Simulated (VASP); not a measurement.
Input of a VASP 6.6.1 run:

Contents of INCAR:

```
SYSTEM = RbBr
PREC     = Accurate       ! precision mode
ENCUT    = 520            ! plane-wave cutoff, eV
EDIFF    = 1E-7           ! SCF threshold, eV
ISMEAR   = 0              ! smearing method
SIGMA    = 0.05           ! smearing width, eV
LREAL    = .FALSE.        ! projectors in reciprocal space
LASPH    = .TRUE.         ! aspherical terms in the spheres
NELM     = 60             ! most SCF steps
ALGO     = Normal         ! electronic algorithm
ISIF     = 2              ! what is computed and relaxed
LWAVE    = .FALSE.        ! write WAVECAR
LCHARG   = .FALSE.        ! write CHGCAR
GGA      = PS             ! functional
NBANDS   = 15             ! bands
```

File KPOINTS:

```
Automatic mesh
0
G
  6 6 6
  0 0 0
```

Contents of POSCAR:

```
RbBr
1.0
    0.0000000000      3.9567597201      2.5718938181
    3.9567597201      0.0000000000      2.5718938181
    3.9567597201      3.9567597201      0.0000000000
Rb Br
1 1
Direct
    0.0000000000      0.0000000000      0.0000000000
    0.5000000000      0.5000000000      0.5000000000
```

Potentials or basis: VASP PAW PBE potentials, release 64 (Rb_sv, Br).

The run is started by

```console
$ cat potpaw_PBE.64/Rb_sv/POTCAR potpaw_PBE.64/Br/POTCAR > POTCAR
$ mpirun -np 1 vasp_std > vasp.out
```

(1) Estimate the pressure.

(2) What does it give for the band gap on the k mesh?

Results:

(1) 14.1 GPa.

(2) 1.69 eV.

Caveat: the cell stands under pressure; the PAW data sets were made with another functional, which shifts forces and pressure a little.
